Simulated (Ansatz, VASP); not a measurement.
Hg in VASP and in Ansatz

Contents of INCAR:

```
SYSTEM = Hg
  PREC = Accurate
  ENCUT = 500
  EDIFF = 1E-6
  ISMEAR = -1
  SIGMA = 0.1
  LREAL = .FALSE.
  LASPH = .TRUE.
  NELM = 120
  ALGO = Normal
  ISIF = 2
  LWAVE = .FALSE.
  LCHARG = .FALSE.
  GGA = PE
  NBANDS = 12
  GGA_COMPAT = .FALSE.
```

Contents of KPOINTS:

```
Automatic mesh
0
G
  14 14 14
  0 0 0
```

File POSCAR:

```
Hg
1.0
   -1.9049310510      1.9049310510      1.9049310510
    1.9049310510     -1.9049310510      1.9049310510
    1.9049310510      1.9049310510     -1.9049310510
Hg
1
Direct
    0.0000000000      0.0000000000      0.0000000000
```

Input for Ansatz:

```yaml
crystal:
  lattice:
    - [-1.904931051, 1.904931051, 1.904931051]
    - [1.904931051, -1.904931051, 1.904931051]
    - [1.904931051, 1.904931051, -1.904931051]
  atoms:
    - { symbol: Hg, position: [0.0, 0.0, 0.0] }
kpoints:
  mp_grid: { grid: [14, 14, 14] }
scf:
  occupations: { method: fermi_dirac, width: 0.1 }
hamiltonian:
  xc: pbe
  pseudopotentials: { kind: paw }
output:
  forces: true
  stress: true
  eigenvalues: true
  populations: true
```

Change from the starting cell: volume scaled by 0.95, PAW files.

Alike in both runs: task single point; functional PBE; k mesh 14 × 14 × 14; occupations fermi-dirac, width 0.1 eV; no spin polarisation.

|  | VASP | Ansatz |
| --- | --- | --- |
| version | VASP 6.6.1 | Ansatz 0.2.0 |
| potentials or method | VASP PAW PBE potentials, release 64 (Hg) | PAW with Ansatz's default frozen-core files, scalar-relativistic |
| plane-wave cutoff (eV) | 500 | 420 |
| valence electrons in the cell | 12 | 20 |

|  | VASP | Ansatz | Ansatz less VASP |
| --- | --- | --- | --- |
| pressure (GPa) | 0.9 | 0.7 | -0.13 |

VASP's potentials hold 12 valence electrons a cell and Ansatz's 20, so a difference there can come from the potentials and not from the codes.

Neither program's run includes spin-orbit coupling.
